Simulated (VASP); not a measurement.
# BaTiO3: single point with PBE

Crystal: BaTiO3.

```xyz
5
Lattice="4.0263 0.0000 0.0000 0.0000 4.0263 0.0000 0.0000 0.0000 4.0446" Properties=species:S:1:pos:R:3 pbc="T T T"
Ba    0.0000    0.0000    0.0000
Ti    2.0131    2.0131    2.0223
O     2.0131    2.0131    0.0000
O     2.0131    0.0000    2.0223
O     0.0000    2.0131    2.0223
```

This cell differs from its parent crystal: volume scaled by 1.02.

- Program: VASP 6.6.1
- Task: single point
- Functional: PBE
- Potentials or basis: VASP PAW PBE potentials, release 64 (Ba_sv, Ti_sv, O)
- Cutoff: 520 eV
- k mesh: 7 × 7 × 7
- Occupations: fermi-dirac, width 0.03 eV
- Spin: no spin polarisation

```
Pressure               : 0.1 GPa
Band gap on the k mesh : 1.76 eV, indirect (least direct gap 1.86 eV)
```

Stress tensor (GPa, compression positive):
```
 0.37  0.00  0.00
 0.00  0.37  0.00
 0.00  0.00 -0.43
```

Levels at points of the mesh, in eV from the valence-band top:
| k point | band 18 | band 19 | band 20 | band 21 | band 22 | band 23 |
| --- | --- | --- | --- | --- | --- | --- |
| (0.00, 0.00, 0.00) | -0.11 | -0.11 | -0.11 | 1.76 | 1.76 | 1.76 |

Run time: 49 s on 1 thread of Intel(R) Xeon(R) 6975P-C (Granite Rapids), on a shared host, peak memory 0.22 GiB.

Caveat: spin-orbit coupling is left out, which moves the levels of the heavy elements. A k mesh can miss the band edges.
